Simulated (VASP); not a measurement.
# Mg16O16F (a cell with a defect) in VASP: single point with PBE

Aim: the single point of Mg16O16F (a cell with a defect) with PBE.

Program: VASP 6.6.1. These are calculated values, not measurements. Logs are shortened: lines on timing, memory, paths and dates and some standing lists are left out, and cuts for length are marked.

### 1 The cell of the first run

The cell holds a defect, 33 atoms: a = 7.369 Å, b = 7.369 Å, c = 7.369 Å, α = 109.47°, β = 109.47°, γ = 109.47°.

### 2 Single point, PBE, collinear spin

Input file INCAR:

```
PREC = Accurate
ENCUT = 520
EDIFF = 1E-6
ISMEAR = -1
SIGMA = 0.01
LREAL = Auto
LASPH = T
NELM = 200
ALGO = Normal
ISIF = 2
LWAVE = F
LCHARG = F
ISPIN = 2
MAGMOM = 0 0 0 0 0 0 0 0 0 0 0 0 0 0 0 0 0.03 0 0 0 0 0.19 0 0 0 0 0.57 0 0 0 0 0.06 0.18
LORBIT = 11
NUPDOWN = 1.0
GGA = PE
NBANDS = 94
GGA_COMPAT = F
ISYM = -1
```

Input file KPOINTS:

```
explicit points
1
Reciprocal
  0.25000000   0.25000000   0.25000000 1
```

Input file POSCAR:

```
Mg16O16F
1.0
   -4.2543812300      4.2543812300      4.2543812300
    4.2543812300     -4.2543812300      4.2543812300
    4.2543812300      4.2543812300     -4.2543812300
Mg O F
16 16 1
Direct
    0.0029745806      0.0035080307      0.0074724145
    0.0048747394      0.2481867381      0.7493489247
    0.0044799699      0.5050193868      0.5053629150
    0.0067703148      0.7631080349      0.2661658509
    0.2477930263      0.0054066617      0.7494871352
    0.2619025987      0.2624043168      0.4979395088
    0.2307961950      0.5129603771      0.2400445434
    0.2545752112      0.7551847910      0.0059084973
    0.5040562620      0.0045956154      0.5053632676
    0.5125585560      0.2313459812      0.2401946240
    0.5076772351      0.5082104501      0.0074735898
    0.4967872849      0.7818604681      0.7749352542
    0.7626584983      0.0076197920      0.2665657915
    0.7544361510      0.2550462550      0.0059089674
    0.7812133705      0.4965389526      0.7740395893
    0.7392471032      0.7397488212      0.4979399789
    0.0069922037      0.0074954496      0.5107760406
   -0.0033094119      0.2556525711      0.2542047695
    0.0057429033      0.5027787554      0.0048091600
    0.0042391594      0.7507639366      0.7547584070
    0.2549521167     -0.0027555123      0.2541726849
    0.2421308633      0.2428428352     -0.0187380951
    0.2537809711      0.5083519513      0.7548843948
    0.2548857146      0.7566446978      0.5078174435
    0.5018763916      0.0062765884      0.0044397761
    0.5077066166      0.2542336809      0.7547573493
    0.4310023951      0.4317007341      0.3589892202
    0.5022641095      0.7612269152      0.2542044169
    0.7502454123      0.0048183270      0.7548853350
    0.7561063116      0.2552133768      0.5076067196
    0.7606409311      0.5029327144      0.2541723324
    0.7747254705      0.7757875521      0.0468005779
    0.5895627036      0.5898481740      0.6756882716
```

Potentials or basis: VASP PAW PBE potentials, release 64 (Mg, O, F).

Run with:

```bash
> cat potpaw_PBE.64/Mg/POTCAR potpaw_PBE.64/O/POTCAR potpaw_PBE.64/F/POTCAR > POTCAR
> mpirun -np 1 vasp_std > vasp.out
```

OUTCAR:

```text
PREC = Accurate
   ENCUT = 520
   EDIFF = 1E-6
   ISMEAR = -1
   LREAL = Auto
   LASPH = T
   NELM = 200
   ISIF = 2
   ISPIN = 2
   LORBIT = 11
   NUPDOWN = 1.0
   GGA = PE
   ISYM = -1

 ion  position               nearest neighbor table
   1  0.003  0.004  0.007-  32 2.12  21 2.15  18 2.15  22 2.15  29 2.16  20 2.16   6 2.95   4 3.00
                            13 3.01   8 3.01  14 3.01   5 3.03   2 3.03  12 3.05  15 3.06  16 3.07
   2  0.005  0.248  0.749-  22 2.02  17 2.05  30 2.12  29 2.14  23 2.14  19 2.17  15 2.84  13 2.90
                             5 2.92   7 2.96   9 3.01   3 3.01   1 3.03  11 3.03   8 3.05  14 3.05
   3  0.004  0.505  0.505-  18 2.10  31 2.10  20 2.11  23 2.11  24 2.13  30 2.13   7 2.97  10 2.97
                            15 2.97  12 2.97   4 2.99  13 2.99  14 3.01  16 3.01   6 3.01   5 3.01
   4  0.007  0.763  0.266-  32 1.98  17 2.08  31 2.11  21 2.11  24 2.11  19 2.22   7 2.86   5 2.91
                            13 2.94  15 2.97   3 2.99   9 2.99  11 3.00   1 3.00   6 3.01  16 3.01
   5  0.248  0.005  0.749-  22 2.02  17 2.05  24 2.12  20 2.14  26 2.14  25 2.16  12 2.85   4 2.91
                             2 2.92  10 2.96   9 3.01   3 3.01   1 3.03  11 3.03  14 3.05   8 3.05
   6  0.262  0.262  0.498-  21 2.14  18 2.14  26 2.17  23 2.18  27 2.20  17 2.22  33 2.30   1 2.95
                            13 3.01   4 3.01   9 3.01   3 3.01   2 3.06   5 3.06  10 3.07   7 3.07
   7  0.231  0.513  0.240-  27 1.84  19 1.92  24 2.08  18 2.16  28 2.16  22 2.30   4 2.86  14 2.87
                             8 2.87   2 2.96   3 2.97   9 2.97  16 3.07   6 3.07  11 3.07   1 3.07
   8  0.255  0.755  0.006-  28 2.08  21 2.08  23 2.11  20 2.11  25 2.13  19 2.13  12 2.85  15 2.85
                            10 2.87   7 2.87   9 3.01   1 3.01  11 3.01   3 3.01   5 3.05   2 3.05
   9  0.504  0.005  0.505-  28 2.10  21 2.10  26 2.11  29 2.11  24 2.13  30 2.13   7 2.97  10 2.97
[... 10 lines left out ...]
                            10 2.87   7 2.87   3 3.01  11 3.01   1 3.01   9 3.01   5 3.05   2 3.05
  15  0.781  0.497  0.774-  33 1.81  19 1.91  30 2.06  26 2.12  20 2.12  32 2.38   2 2.84   8 2.85
                            14 2.85   3 2.97   9 2.97   4 2.97   1 3.06  11 3.06  16 3.13   6 3.13
  16  0.739  0.740  0.498-  31 2.14  28 2.14  20 2.17  29 2.18  27 2.20  17 2.22  33 2.30  11 2.95
                            13 3.01   4 3.01   3 3.01   9 3.01   2 3.06   5 3.06  10 3.07   7 3.07
  17  0.007  0.007  0.511-   2 2.05   5 2.05  13 2.08   4 2.08  16 2.22   6 2.22
  18  0.997  0.256  0.254-  14 2.08   3 2.10  13 2.11   6 2.14   1 2.15   7 2.16
  19  0.006  0.503  0.005-  15 1.91   7 1.92   8 2.13  14 2.13   2 2.17   4 2.22
  20  0.004  0.751  0.755-   3 2.11   8 2.11  15 2.12   5 2.14   1 2.16  16 2.17
  21  0.255  0.997  0.254-   8 2.08   9 2.10   4 2.11   6 2.14   1 2.15  10 2.16
  22  0.242  0.243  0.981-   2 2.02   5 2.02   1 2.15  11 2.15   7 2.30  10 2.30
  23  0.254  0.508  0.755-   3 2.11   8 2.11  12 2.12   2 2.14  11 2.16   6 2.18
  24  0.255  0.757  0.508-  12 2.07   7 2.08   4 2.11   5 2.12   9 2.13   3 2.13
  25  0.502  0.006  0.004-  12 1.91  10 1.92  14 2.13   8 2.13   5 2.16  13 2.22
  26  0.508  0.254  0.755-   9 2.11  14 2.11  15 2.12   5 2.14  11 2.16   6 2.17
  27  0.431  0.432  0.359-   7 1.84  10 1.84  33 1.91  16 2.20   6 2.20
  28  0.502  0.761  0.254-   8 2.08   9 2.10  13 2.11  16 2.14  11 2.15   7 2.16
  29  0.750  0.005  0.755-   9 2.11  14 2.11  12 2.12   2 2.14   1 2.16  16 2.18
  30  0.756  0.255  0.508-  15 2.06  10 2.08  13 2.11   2 2.12   3 2.13   9 2.13
  31  0.761  0.503  0.254-  14 2.08   3 2.10   4 2.11  16 2.14  11 2.15  10 2.16
  32  0.775  0.776  0.047-  13 1.98   4 1.98   1 2.12  11 2.12  12 2.37  15 2.38
  33  0.590  0.590  0.676-  15 1.81  12 1.81  27 1.91  16 2.30   6 2.30

IMPORTANT INFORMATION: All symmetrisations will be switched off!
NOSYMM: (Re-)initialisation of all symmetry stuff for point group C_1.

----------------------------------------------------------------------------------------

                                     Primitive cell

  volume of cell :     308.0131

  direct lattice vectors                    reciprocal lattice vectors
    -4.254381230  4.254381230  4.254381230     0.000000000  0.117525904  0.117525904
     4.254381230 -4.254381230  4.254381230     0.117525904  0.000000000  0.117525904
     4.254381230  4.254381230 -4.254381230     0.117525904  0.117525904  0.000000000

  length of vectors
     7.368804445  7.368804445  7.368804445     0.166206727  0.166206727  0.166206727

  position of ions in fractional coordinates (direct lattice)
     0.002974581  0.003508031  0.007472415
     0.004874739  0.248186738  0.749348925
     0.004479970  0.505019387  0.505362915
     0.006770315  0.763108035  0.266165851
     0.247793026  0.005406662  0.749487135
     0.261902599  0.262404317  0.497939509
[... 25 lines left out ...]
     0.774725471  0.775787552  0.046800578
     0.589562704  0.589848174  0.675688272

  ion indices of the primitive-cell ions
   primitive index   ion index
                 1           1
                 2           2
                 3           3
                 4           4
                 5           5
                 6           6
[... 25 lines left out ...]
                32          32
                33          33

----------------------------------------------------------------------------------------

 KPOINTS: explicit points

Read explicit list of k-points.

 Found      1 k-points:

 Following reciprocal coordinates:
            Coordinates               Weight
  0.250000  0.250000  0.250000      1.000000
   k-points           NKPTS =      1   k-points in BZ     NKDIM =      1   number of bands    NBANDS=     94
   number of dos      NEDOS =    301   number of ions     NIONS =     33
   total plane-waves  NPLWV = 175616
   dimension x,y,z NGX =    56 NGY =   56 NGZ =   56
   dimension x,y,z NGXF=   112 NGYF=  112 NGZF=  112
   ions per type =              16  16   1
   NGX,Y,Z   is equivalent  to a cutoff of  12.63, 12.63, 12.63 a.u.
   NGXF,Y,Z  is equivalent  to a cutoff of  25.27, 25.27, 25.27 a.u.
 SYSTEM =  unknown system
   PREC   = accura    normal or accurate (medium, high low for compatibility)
   ISTART =      0    job   : 0-new  1-cont  2-samecut
   ICHARG =      2    charge: 1-file 2-atom 10-const
   ISPIN  =      2    spin polarized calculation?
   LNONCOLLINEAR =      F non collinear calculations
   LSORBIT =      F    spin-orbit coupling
   LASPH  =      T    aspherical Exc in radial PAW
   ENCUT  =  520.0 eV  38.22 Ry    6.18 a.u.  13.70 13.70 13.70*2*pi/ulx,y,z
   NELM   =    200;   NELMIN=  2; NELMDL= -5     # of ELM steps
   EDIFF  = 0.1E-05   stopping-criterion for ELM
   LREAL  =      T    real-space projection
   EDIFFG = 0.1E-04   stopping-criterion for IOM
   NSW    =      0    number of steps for IOM
   IBRION =     -1    ionic relax: 0-MD 1-quasi-New 2-CG
   NFREE  =      0    steps in history (QN), initial steepest desc. (CG)
   ISIF   =      2    stress and relaxation
   ISYM   =     -1    0-nonsym 1-usesym 2-fastsym
   POTIM  = 0.5000    time-step for ionic-motion
   TEBEG  =    0.0;   TEEND  =   0.0 temperature during run
   PSTRESS=    0.0 pullay stress
   NELECT =     135.0000    total number of electrons
   NUPDOWN=       1.0000    fix difference up-down
   EMIN   =  10.00;   EMAX   =-10.00  energy-range for DOS
   EFERMI =   0.00;   METHOD = LEGACY
   ISMEAR =    -1;   SIGMA  =   0.01  broadening in eV -4-tet -1-fermi 0-gaus
   EFERMI_NEDOS =   21; number of points for ismear=-14 and -15
   IALGO  =     38    algorithm
   IMIX   =      4    mixing-type and parameters
     AMIX     =   0.40;   BMIX     =  1.00
     AMIX_MAG =   1.60;   BMIX_MAG =  1.00
  volume/ion in A,a.u.               =       9.33        62.99
  Fermi-wavevector in a.u.,A,eV,Ry     =   1.243549  2.349967 21.040253  1.546415
  Thomas-Fermi vector in A             =   2.377855
   LORBIT       =     11    0 simple, 1 ext, 2 COOP (PROOUT), +10 PAW based schemes
   GGA     = PE    functional components
   LHFCALC =     F    Hartree Fock is set to
   AEXX    =    0.0000 exact exchange contribution
   IVDW    =     0    specifies the selected vdW correction
   LEPSILON=     F    determine dielectric tensor
   LRPA    =     F    only Hartree local field effects (RPA)
 spin polarized calculation
  energy-cutoff  :      520.00
  volume of cell :      308.01
 maximum number of plane-waves:      8280
 NGX is ok and might be reduce to    54
   NGX = 27   NGY = 27   NGZ = 27

 number of electron     134.9999999 magnetization       0.9999993

 Free energy of the ion-electron system (eV)
  ---------------------------------------------------
  ext. energy  EPLUGINS =         0.00000000
  ---------------------------------------------------
  free energy    TOTEN  =      -189.88007576 eV

  energy without entropy =     -189.88007576  energy(sigma->0) =     -189.88007576

 E-fermi :   3.4819     XC(G=0): -11.0521

 val. band max:        4.0048238505   @ k =   0.2500   0.2500   0.2500
 cond. band min:       5.3160469734   @ k =   0.2500   0.2500   0.2500
 fundamental gap:      1.3112231229
 Fermi energy:         4.2519886470

 spin component 1

 k-point     1 :       0.2500    0.2500    0.2500
  band No.  band energies     occupation
      1     -20.3252      1.00000
      2     -13.9392      1.00000
      3     -13.7290      1.00000
      4     -13.5295      1.00000
      5     -13.4751      1.00000
      6     -13.0872      1.00000
[... 71 lines left out ...]
     78      12.6708      0.00000
     79      12.7390      0.00000
 Fermi energy:         3.4819017703

 spin component 2

 k-point     1 :       0.2500    0.2500    0.2500
  band No.  band energies     occupation
      1     -20.0232      1.00000
      2     -13.7295      1.00000
      3     -13.6896      1.00000
      4     -13.4735      1.00000
      5     -13.2694      1.00000
      6     -13.0873      1.00000
[... 71 lines left out ...]
     78      12.6876      0.00000
     79      12.7390      0.00000
 [bands above 79 left out]

------------------------ aborting loop because EDIFF is reached ----------------------------------------

  FORCE on cell =-STRESS in cart. coord.  units (eV):
  Direction    XX          YY          ZZ          XY          YZ          ZX
  --------------------------------------------------------------------------------------
  -------------------------------------------------------------------------------------
  Total       21.7437569     21.6795515      4.3710223      0.6012252      0.0150124      0.0099524
  in kB      113.1034787    112.7695047     22.7365414      3.1273648      0.0780891      0.0517687
  external PRESSURE =      82.8698416 kB  Pullay stress =       0.0000000 kB

 VOLUME and BASIS-vectors are now :
 -----------------------------------------------------------------------------
  energy-cutoff  :      520.00
  volume of cell :      308.01
      direct lattice vectors                 reciprocal lattice vectors
    -4.254381230  4.254381230  4.254381230     0.000000000  0.117525904  0.117525904
     4.254381230 -4.254381230  4.254381230     0.117525904  0.000000000  0.117525904
     4.254381230  4.254381230 -4.254381230     0.117525904  0.117525904  0.000000000

 POSITION                                       TOTAL-FORCE (eV/Angst)
 -----------------------------------------------------------------------------------
      0.03406      0.02952     -0.00421         0.005606     -0.001186     -0.004057
      4.22316      2.15287     -2.11140         0.001549      0.008552     -0.000532
      4.27949      0.02052      0.01760        -0.004308      0.000881     -0.003757
      4.35012     -2.08538      2.14299         0.014393      0.001313      0.000091
      2.15740      4.21981     -2.11140         0.005792     -0.009329     -0.000482
      2.12056      2.11629      0.11218         0.003950     -0.002640     -0.004152
[... 25 lines left out ...]
      0.20363      0.19459      6.39737        -0.016022      0.000633     -0.000456
      2.87585      2.87342      2.14303        -0.005955     -0.013953      0.001398
 -----------------------------------------------------------------------------------
    total drift:                               -0.009577     -0.008329     -0.001959

  FREE ENERGIE OF THE ION-ELECTRON SYSTEM (eV)
  ---------------------------------------------------
  free  energy   TOTEN  =      -189.8800757588 eV

  energy  without entropy=     -189.8800757588  energy(sigma->0) =     -189.88007576

 total charge

# of ion       s       p       d       tot
------------------------------------------
    1        0.141   0.160   0.069   0.370
    2        0.151   0.180   0.081   0.411
    3        0.148   0.176   0.079   0.403
    4        0.153   0.185   0.084   0.423
    5        0.151   0.180   0.081   0.411
    6        0.134   0.150   0.065   0.349
[... 25 lines left out ...]
   32        1.549   3.550   0.000   5.099
   33        1.757   4.443   0.000   6.200
--------------------------------------------------
tot         28.913  64.104   1.312  94.329

 magnetization (x)

# of ion       s       p       d       tot
------------------------------------------
    1       -0.000  -0.000  -0.000  -0.001
    2        0.000   0.001   0.001   0.002
    3       -0.000   0.000   0.000   0.000
    4       -0.000   0.000   0.000   0.000
    5        0.000   0.001   0.001   0.002
    6       -0.000  -0.000  -0.000  -0.001
[... 25 lines left out ...]
   32        0.002   0.054   0.000   0.056
   33        0.005   0.154   0.000   0.159
--------------------------------------------------
tot          0.017   0.885   0.003   0.905
```

Wall time 2.3 min (1 thread of AMD EPYC 9R45 (Zen 5), shared host); peak memory 0.53 GiB.

What came out:

```
Free energy                                           : -189.8801 eV
Pressure                                              : 8.3 GPa
Largest force                                         : 0.039 eV/Å
Net moment                                            : 1.00 μB per cell
Site moments                                          : Mg -0.00, +0.00 (each value once); O +0.02, -0.00, +0.00, +0.16, +0.51, +0.06 (each value once); F +0.16 μB
Valence electrons inside the program's atomic spheres : Mg 0.37, 0.41, 0.40, 0.42, 0.35, 0.48, 0.47 (each value once); O 5.10, 5.09, 5.14, 5.08, 5.06 (each value once); F 6.20
```

Forces on the atoms (eV/Å):
```
Mg   0.006 -0.001 -0.004
Mg   0.002  0.009 -0.001
Mg  -0.004  0.001 -0.004
Mg   0.014  0.001  0.000
Mg   0.006 -0.009  0.000
Mg   0.004 -0.003 -0.004
Mg   0.004 -0.001  0.000
Mg  -0.002  0.001 -0.009
Mg  -0.004  0.000  0.002
Mg   0.026 -0.019  0.000
Mg   0.007  0.000  0.004
Mg  -0.019  0.000  0.000
Mg  -0.004  0.012  0.000
Mg  -0.002  0.001  0.007
Mg   0.017  0.007  0.000
Mg   0.003 -0.003  0.006
O   -0.009 -0.009  0.000
O   -0.001  0.001 -0.002
O   -0.011 -0.028  0.001
O   -0.001  0.009 -0.002
O   -0.003  0.002  0.007
O    0.000  0.012  0.001
O    0.003 -0.003 -0.004
O    0.001 -0.009 -0.002
O    0.005  0.007  0.001
O   -0.003  0.007  0.002
O   -0.013  0.036  0.001
O    0.000 -0.003  0.003
O    0.004 -0.004  0.003
O    0.002 -0.001 -0.002
O   -0.003 -0.001 -0.003
O   -0.016  0.001  0.000
F   -0.006 -0.014  0.001
```

Caveat: the total moment is fixed, so each spin has its own Fermi level.
